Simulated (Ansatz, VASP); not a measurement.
SiGe2: VASP beside Ansatz

```
Si Ge
1.0
    -1.46315    1.46315    6.39505
     1.46315   -1.46315    6.39505
     1.46315    1.46315   -6.39505
Si Ge
1 2
Direct
  0.50000 0.50000 0.00000
  0.84167 0.84167 0.00000
  0.15833 0.15833 0.00000
```

Alike in both runs: functional PBE; k mesh 8 × 8 × 8; occupations gaussian, width 0.1 eV; no spin polarisation.

Ansatz relaxed the structure, and its values are those at the end. VASP's run is a single point on that final structure, the one shown.

|  | VASP | Ansatz |
| --- | --- | --- |
| version | VASP 6.6.1 | Ansatz 0.2.0 |
| potentials or method | VASP PAW PBE potentials, release 64 (Si, Ge_d), cutoff 520 eV | scalar-relativistic, plane waves, PAW |
| valence electrons in the cell | 32 | 32 |

|  | VASP | Ansatz | Ansatz less VASP |
| --- | --- | --- | --- |
| gap on the k mesh at the Fermi level (eV) | none | none | - |
| pressure (GPa) | -0.1 | -0.1 | +0.01 |
| rms of the force components (eV/Å) | 0.004 | 0.004 | -0.0002 |

A gap of «none» marks a metal or a gap that the smearing closes. The functional is the same, so the differences come from potentials, cutoffs and numerics.

The k mesh is coarse, so the values compare programs but aren't converged.
